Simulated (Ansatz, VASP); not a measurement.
ZnS: VASP beside Ansatz

File INCAR:

```
ALGO = Normal ; EDIFF = 1E-7
ENCUT = 520 ; GGA = PS
ISIF = 2 ; ISMEAR = 0
LASPH = True ; LCHARG = True
LELF = True ; LREAL = False
LVHAR = True ; LWAVE = False
NBANDS = 26 ; NELM = 80
PREC = Accurate ; SIGMA = 0.05
```

File KPOINTS:

```
k-points
0
Gamma
  9 9 6
```

Contents of POSCAR:

```
ZnS
1.0
    3.8843120528      0.0000000000      0.0000000000
   -1.9421560264      3.3639129139      0.0000000000
    0.0000000000      0.0000000000      5.6489550183
Zn S
2 2
Direct
    0.3333333333      0.6666666667      0.0054424479
    0.6666666667      0.3333333333      0.5054424479
    0.3333333333      0.6666666667      0.3795575521
    0.6666666667      0.3333333333      0.8795575521
```

Input for Ansatz:

```yaml
crystal:
  lattice:
    - [3.8843120528, 0.0, 0.0]
    - [-1.9421560264, 3.3639129139, 0.0]
    - [0.0, 0.0, 5.6489550183]
  atoms:
    - { symbol: Zn, position: [0.3333333333, 0.6666666667, 0.0054424479] }
    - { symbol: Zn, position: [0.6666666667, 0.3333333333, 0.5054424479] }
    - { symbol: S, position: [0.3333333333, 0.6666666667, 0.3795575521] }
    - { symbol: S, position: [0.6666666667, 0.3333333333, 0.8795575521] }
basis:
  ecutwfc: 520.0
kpoints:
  mp_grid: { grid: [9, 9, 6] }
hamiltonian:
  xc: pbesol
  pseudopotentials: { kind: paw }
scf:
  occupations: { method: gaussian, width: 0.05 }
output:
  forces: true
  stress: true
  eigenvalues: true
```

Alike in both runs: task single point; functional PBEsol; k mesh 9 × 9 × 6; occupations gaussian, width 0.05 eV; no spin polarisation.

|  | VASP | Ansatz |
| --- | --- | --- |
| version | VASP 6.6.1 | Ansatz 0.2.0 |
| potentials or method | VASP PAW PBE potentials, release 64 (Zn, S), cutoff 520 eV | scalar-relativistic, plane waves, PAW |
| valence electrons in the cell | 36 | 36 |

Ansatz gave:

- gap on the k mesh at the Fermi level (eV): 2.14
- least direct gap on the mesh (eV): 2.14
- pressure (GPa): 6.1
- traceless stress, the component that is largest in VASP (GPa): 16.78
- rms of the force components (eV/Å): 0.939

Which values does VASP return?

gap on the k mesh at the Fermi level (eV): 2.14; least direct gap on the mesh (eV): 2.14; pressure (GPa): 6.4; traceless stress, the component that is largest in VASP (GPa): 16.84; rms of the force components (eV/Å): 0.943.

VASP's potentials were made for PBE, not for PBEsol. Atom by atom the forces differ by 0.004 eV/Å (rms over components).
